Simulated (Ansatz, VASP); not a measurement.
## Ru in VASP and in Ansatz

The input INCAR:

```
SYSTEM = Ru
  PREC = Accurate
  ENCUT = 520
  EDIFF = 1E-7
  ISMEAR = 0
  SIGMA = 0.1
  LREAL = .FALSE.
  LASPH = .TRUE.
  NELM = 60
  ALGO = Normal
  ISIF = 2
  LWAVE = .FALSE.
  LCHARG = .FALSE.
  GGA = PE
  NBANDS = 13
```

The input KPOINTS:

```
Automatic mesh
0
G
  18 18 18
  0 0 0
```

Contents of POSCAR:

```
Ru
1.0
    0.0000000000      1.9239474846      1.9239474846
    1.9239474846      0.0000000000      1.9239474846
    1.9239474846      1.9239474846      0.0000000000
Ru
1
Direct
    0.0000000000      0.0000000000      0.0000000000
```

Input for Ansatz:

```yaml
crystal:
  lattice:
    - [0.0, 1.9239474846, 1.9239474846]
    - [1.9239474846, 0.0, 1.9239474846]
    - [1.9239474846, 1.9239474846, 0.0]
  atoms:
    - { symbol: Ru, position: [0.0, 0.0, 0.0] }
basis:
  ecutwfc: 420
kpoints:
  mp_grid: { grid: [18, 18, 18] }
hamiltonian:
  xc: pbe
scf:
  occupations: { method: gaussian, width: 0.1 }
output:
  forces: true
  stress: true
  eigenvalues: true
```

Alike in both runs: task single point; functional PBE; k mesh 18 × 18 × 18; occupations gaussian, width 0.1 eV; no spin polarisation.

```csv
,VASP,Ansatz
version,VASP 6.6.1,Ansatz 0.2.0
potentials or method,"VASP PAW PBE potentials, release 64 (Ru_pv), cutoff 520 eV","scalar-relativistic, plane waves, PAW"
valence electrons in the cell,14,16
```

Ansatz gave:

| Quantity | Value |
| --- | --- |
| gap on the k mesh at the Fermi level (eV) | none |
| pressure (GPa) | -8.4 |

Which values does VASP return?

gap on the k mesh at the Fermi level (eV): none; pressure (GPa): -8.5.

A gap of «none» marks a metal or a gap that the smearing closes. With one functional, cell and mesh, what is left measures potentials, basis and numerics. VASP's potentials hold 14 valence electrons a cell and Ansatz's 16, so a difference there can come from the potentials and not from the codes.
